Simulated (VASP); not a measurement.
# Ta2N (P-3m1) in VASP: further runs, part 2 of 2

VASP 6.6.1. The steps go on from the part before.

## 4. Single point, r2SCAN

Input file POSCAR:

```
Ta2N
1.0
    3.1128615060      0.0000000000      0.0000000000
   -1.5564307530      2.6958171426      0.0000000000
    0.0000000000      0.0000000000      4.8698410000
Ta N
2 1
Direct
    0.3333333333      0.6666666667      0.2547110000
    0.6666666667      0.3333333333      0.7452890000
    0.0000000000      0.0000000000      0.0000000000
```

Input file INCAR.step1:

```
  PREC = Accurate
  ENCUT = 520
  ISMEAR = -1
  SIGMA = 0.05
  LREAL = False
  LASPH = True
  NELM = 80
  NBANDS = 20
  GGA = PE
  ALGO = Normal
  EDIFF = 1E-4
  LWAVE = True
  LCHARG = False
```

Input file INCAR.step2:

```
  PREC = Accurate
  ENCUT = 520
  EDIFF = 1E-6
  ISMEAR = -1
  SIGMA = 0.05
  LREAL = False
  LASPH = True
  NELM = 80
  ALGO = Normal
  ISIF = 2
  LWAVE = False
  LCHARG = False
  METAGGA = R2SCAN
  LMIXTAU = True
  NBANDS = 20
  ISTART = 1
```

Input file KPOINTS:

```
regular mesh
0
Gamma
  10 10 6
```

Potentials or basis: VASP PAW PBE potentials, release 64 (Ta_pv, N).

The run is started by

```sh
cat potpaw_PBE.64/Ta_pv/POTCAR potpaw_PBE.64/N/POTCAR > POTCAR
cp INCAR.step1 INCAR
mpirun -np 1 vasp_std > vasp.out
cp INCAR.step2 INCAR
mpirun -np 1 vasp_std > vasp.out
```

OUTCAR:

```text
PREC = Accurate
   ENCUT = 520
   EDIFF = 1E-6
   ISMEAR = -1
   LREAL = False
   LASPH = True
   NELM = 80
   ISIF = 2
   METAGGA = R2SCAN
   ISTART = 1

 ion  position               nearest neighbor table
   1  0.333  0.667  0.255-   3 2.18   3 2.18   3 2.18   2 2.99   2 2.99   2 2.99   2 3.06   2 3.06
                             2 3.06
   2  0.667  0.333  0.745-   3 2.18   3 2.18   3 2.18   1 2.99   1 2.99   1 2.99   1 3.06   1 3.06
                             1 3.06
   3  0.000  0.000  0.000-   1 2.18   2 2.18   1 2.18   2 2.18   2 2.18   1 2.18

  LATTYP: Found a hexagonal cell.
 ALAT       =     3.1128615060
 C/A-ratio  =     1.5644258476

  Lattice vectors:

 A1 = (   3.1128615060,   0.0000000000,   0.0000000000)
 A2 = (  -1.5564307530,   2.6958171426,   0.0000000000)
 A3 = (   0.0000000000,   0.0000000000,   4.8698410000)

Analysis of symmetry for initial positions (statically):
=====================================================================
 Subroutine PRICEL returns:
 Original cell was already a primitive cell.

 Routine SETGRP: Setting up the symmetry group for a
 hexagonal supercell.

 Subroutine GETGRP returns: Found 12 space group operations
 (whereof 12 operations were pure point group operations)
[... 160 lines left out ...]
  ext. energy  EPLUGINS =         0.00000000
  ---------------------------------------------------
  free energy    TOTEN  =      -109.01957366 eV

  energy without entropy =     -109.00677606  energy(sigma->0) =     -109.01317486

 E-fermi :   7.4909     XC(G=0): -13.9137

 val. band max:        7.4717290409   @ k =   0.1000  -0.0000   0.0000
 cond. band min:       7.4927943900   @ k =   0.0000   0.3000   0.3333
 fundamental gap:      0.0210653491
 Fermi energy:         7.4908726880

 k-point     1 :       0.0000    0.0000    0.0000
  band No.  band energies     occupation
      1     -29.5808      2.00000
      2     -28.8280      2.00000
      3     -28.8280      2.00000
      4     -28.7003      2.00000
      5     -28.7003      2.00000
      6     -28.5847      2.00000
[... 541 lines left out ...]
     19      12.1568      0.00000
     20      13.0103      0.00000

 [... further k-points ...]
[... 5 lines left out ...]
  --------------------------------------------------------------------------------------
  -------------------------------------------------------------------------------------
  Total       -1.3060599     -1.3060599     -0.6451930      0.0000000      0.0000000      0.0000000
  in kB      -51.2045635    -51.2045635    -25.2950299      0.0000000      0.0000000      0.0000000
  external PRESSURE =     -42.5680523 kB  Pullay stress =       0.0000000 kB

 VOLUME and BASIS-vectors are now :
 -----------------------------------------------------------------------------
  energy-cutoff  :      520.00
  volume of cell :       40.87
      direct lattice vectors                 reciprocal lattice vectors
     3.112861506  0.000000000  0.000000000     0.321247829  0.185472520  0.000000000
    -1.556430753  2.695817143  0.000000000     0.000000000  0.370945041  0.000000000
     0.000000000  0.000000000  4.869841000     0.000000000  0.000000000  0.205345513

 POSITION                                       TOTAL-FORCE (eV/Angst)
 -----------------------------------------------------------------------------------
     -0.00000      1.79721      1.24040        -0.000000     -0.000000      0.177805
      1.55643      0.89861      3.62944         0.000000      0.000000     -0.177805
      0.00000      0.00000      0.00000         0.000000      0.000000      0.000000
 -----------------------------------------------------------------------------------
    total drift:                               -0.000000      0.000000      0.000000

  FREE ENERGIE OF THE ION-ELECTRON SYSTEM (eV)
  ---------------------------------------------------
  free  energy   TOTEN  =      -109.0195736623 eV

  energy  without entropy=     -109.0067760607  energy(sigma->0) =     -109.01317486
```

OUTCAR.step1:

```text
PREC = Accurate
   ENCUT = 520
   ISMEAR = -1
   LREAL = False
   LASPH = True
   NELM = 80
[... 778 lines left out ...]
     -0.00000      1.79721      1.24040        -0.000000     -0.000000      0.027816
      1.55643      0.89861      3.62944        -0.000000      0.000000     -0.027816
      0.00000      0.00000      0.00000         0.000000      0.000000      0.000000
 -----------------------------------------------------------------------------------
    total drift:                               -0.000000      0.000000      0.000000

  FREE ENERGIE OF THE ION-ELECTRON SYSTEM (eV)
  ---------------------------------------------------
  free  energy   TOTEN  =       -34.3840221702 eV

  energy  without entropy=      -34.3703968801  energy(sigma->0) =      -34.37720953
```

Wall time 54 s (1 thread of Intel Xeon 6975P-C (Granite Rapids), shared host); peak memory 0.19 GiB.

What came out:

| Property | Result |
| --- | --- |
| Free energy | -109.0196 eV |
| Pressure | -4.3 GPa |
| Largest force | 0.178 eV/Å |

Forces on the atoms (eV/Å):
```
Ta   0.000  0.000  0.178
Ta   0.000  0.000 -0.178
N    0.000  0.000  0.000
```

Caveat: the PAW data sets were made with another functional, which shifts forces and pressure a little; spin-orbit coupling is left out, which moves the levels of the heavy elements.

## 5. Overview

| level | potentials or basis | gap on the mesh (eV) | pressure (GPa) | largest force (eV/Å) |
| --- | --- | --- | --- | --- |
| LDA | VASP PAW LDA potentials, release 64 (Ta_pv, N) | none | -13.2 | 0.40 |
| PBE | VASP PAW PBE potentials, release 64 (Ta_pv, N) | none | -0.8 | 0.03 |
| r2SCAN | VASP PAW PBE potentials, release 64 (Ta_pv, N) | none | -4.3 | 0.18 |

Alike in all rows: task single point; no spin polarisation; cell as given; k mesh 10 × 10 × 6; cutoff (eV) 520; smearing fermi-dirac 0.05 eV.

Caveats: spin-orbit coupling is left out, which moves the levels of the heavy elements; the PAW data sets were made with another functional, which shifts forces and pressure a little (some runs).

Absolute energies hang on the potentials; compare differences alone.
